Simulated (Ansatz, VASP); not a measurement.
# Two plane-wave programs on Ir

Contents of INCAR:

```
ALGO = Normal ; EDIFF = 1E-6
ENCUT = 520 ; GGA = RE
ISIF = 2 ; ISMEAR = -1
LASPH = T ; LCHARG = F
LREAL = F ; LWAVE = F
NBANDS = 10 ; NELM = 100
PREC = Accurate ; SIGMA = 0.1
```

The input KPOINTS:

```
k-points
0
Gamma
  23 23 23
```

The input POSCAR:

```
Ir
1.0
    0.0000000000      1.9921617569      1.9921617569
    1.9921617569      0.0000000000      1.9921617569
    1.9921617569      1.9921617569      0.0000000000
Ir
1
Direct
    0.0000000000      0.0000000000      0.0000000000
```

Input for Ansatz:

```yaml
crystal:
  lattice:
    - [0.0, 1.9921617569, 1.9921617569]
    - [1.9921617569, 0.0, 1.9921617569]
    - [1.9921617569, 1.9921617569, 0.0]
  atoms:
    - { symbol: Ir, position: [0.0, 0.0, 0.0] }
hamiltonian:
  xc: revpbe
  pseudopotentials:
    kind: paw
    azcp:
      Ir: "pseudopotentials/Ir.paw.azcp"
basis:
  ecutwfc: 420
  fft_grid_basis: typed
kpoints:
  mp_grid: { grid: [23, 23, 23], shift: [0, 0, 0] }
magnetization:
  spin_polarized: false
scf:
  occupations: { method: fermi_dirac, width: 0.1 }
output:
  stress: true
```

Alike in both runs: task single point; functional revPBE; k mesh 23 × 23 × 23; occupations fermi-dirac, width 0.1 eV; no spin polarisation.

```csv
,VASP,Ansatz
version,VASP 6.6.1,Ansatz 0.2.0
potentials or method,"VASP PAW PBE potentials, release 64 (Ir), cutoff 520 eV","plane waves (420 eV) with PAW, scalar-relativistic"
valence electrons in the cell,9,17
```

```tsv
	VASP	Ansatz	Ansatz less VASP
pressure (GPa)	-21.0	-21.3	-0.23
```

VASP's potentials were made for PBE, not for revPBE. With one functional, cell and mesh, what is left measures potentials, basis and numerics. VASP's potentials hold 9 valence electrons a cell and Ansatz's 17, so a difference there can come from the potentials and not from the codes.

Spin-orbit coupling is off throughout.
